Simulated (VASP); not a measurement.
F: single point with PBE

Crystal: F.

```xyz
1
Lattice="-1.1375 1.1375 1.1375 1.1375 -1.1375 1.1375 1.1375 1.1375 -1.1375" Properties=species:S:1:pos:R:3 pbc="T T T"
F     0.0000    0.0000    0.0000
```

This cell differs from its parent crystal: volume scaled by 0.58.

```json
{
  "Program": "VASP 6.6.1",
  "Task": "single point",
  "Functional": "PBE",
  "Potentials or basis": "VASP PAW PBE potentials, release 64 (F)",
  "Cutoff": "520 eV",
  "k mesh": "18 × 18 × 18",
  "Occupations": "fermi-dirac, width 0.08 eV",
  "Spin": "no spin polarisation",
  "Dipole correction": "no",
  "Further INCAR settings": "ALGO = Normal; EDIFF = 1e-07; NBANDS = 10"
}
```

| Quantity | Value |
| --- | --- |
| Pressure | 117.8 GPa |

Levels at points of the mesh, in eV from the Fermi level:
```
           k point  band 1  band 2  band 3  band 4  band 5  band 6  band 7  band 8
(0.00, 0.00, 0.00)  -26.98    1.04    1.04    1.04   20.80   43.98   43.98   43.98
(0.50, 0.00, 0.00)  -21.81   -8.67   -1.23    0.64   23.52   30.44   32.82   45.14
(0.50, 0.50, 0.50)  -18.92   -4.39   -4.39   -4.39   21.01   21.01   42.68   42.68
```

It took 4 s on 1 thread of Intel(R) Xeon(R) Platinum 8488C (Sapphire Rapids), with other jobs on the host, peak memory 0.11 GiB.

Caveat: an odd number of electrons without spin polarisation forces a metal; a magnetic or distorted state may lie lower.
